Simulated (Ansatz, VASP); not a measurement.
## One calculation of KI, two programs

POSCAR

```
KI
1.0
    4.2911966600      0.0000000000      0.0000000000
    0.0000000000      4.2911966600      0.0000000000
    0.0000000000      0.0000000000      4.2911966600
K I
1 1
Direct
    0.0000000000      0.0000000000      0.0000000000
    0.5000000000      0.5000000000      0.5000000000
```

INCAR.step1

```
SYSTEM = KI
  PREC = Accurate
  ENCUT = 520
  ISMEAR = 0
  SIGMA = 0.05
  LREAL = .False.
  LASPH = .True.
  NELM = 80
  NBANDS = 15
  GGA = PE
  ALGO = Normal
  EDIFF = 1E-4
  LWAVE = .True.
  LCHARG = .False.
```

INCAR.step2

```
SYSTEM = KI
  PREC = Accurate
  ENCUT = 520
  EDIFF = 1E-7
  ISMEAR = 0
  SIGMA = 0.05
  LREAL = .False.
  LASPH = .True.
  NELM = 80
  ALGO = Normal
  ISIF = 2
  LWAVE = .False.
  LCHARG = .True.
  METAGGA = R2SCAN
  LMIXTAU = .True.
  LELF = .True.
  LVHAR = .True.
  NBANDS = 15
  ISTART = 1
```

Contents of KPOINTS:

```
regular mesh
0
Gamma
  8 8 8
  0 0 0
```

Input for Ansatz:

```yaml
crystal:
  lattice:
    - [4.29119666, 0.0, 0.0]
    - [0.0, 4.29119666, 0.0]
    - [0.0, 0.0, 4.29119666]
  atoms:
    - { symbol: K, position: [0.0, 0.0, 0.0] }
    - { symbol: I, position: [0.5, 0.5, 0.5] }
basis:
  ecutwfc: 500
  fft_grid_basis: typed
kpoints:
  mp_grid: { grid: [8, 8, 8] }
hamiltonian:
  xc: r2scan
scf:
  occupations: { method: gaussian, width: 0.05 }
output:
  forces: true
  stress: true
  eigenvalues: true
  bader: true
  write_density: true
  volumetric_format: npy
```

Alike in both runs: task single point; functional r2SCAN; k mesh 8 × 8 × 8; occupations gaussian, width 0.05 eV; no spin polarisation.

|  | VASP | Ansatz |
| --- | --- | --- |
| version | VASP 6.6.1 | Ansatz 0.2.0 |
| potentials or method | VASP PAW PBE potentials, release 64 (K_sv, I), cutoff 520 eV | scalar-relativistic, plane waves, PAW |
| valence electrons in the cell | 16 | 26 |

```tsv
	VASP	Ansatz	Ansatz less VASP
gap on the k mesh at the Fermi level (eV)	4.04	4.04	+0.002
pressure (GPa)	0.0	0.0	0.00
```

VASP's potentials were made for PBE, not for r2SCAN. VASP's potentials hold 16 valence electrons a cell and Ansatz's 26, so a difference there can come from the potentials and not from the codes.

Neither program's run includes spin-orbit coupling.
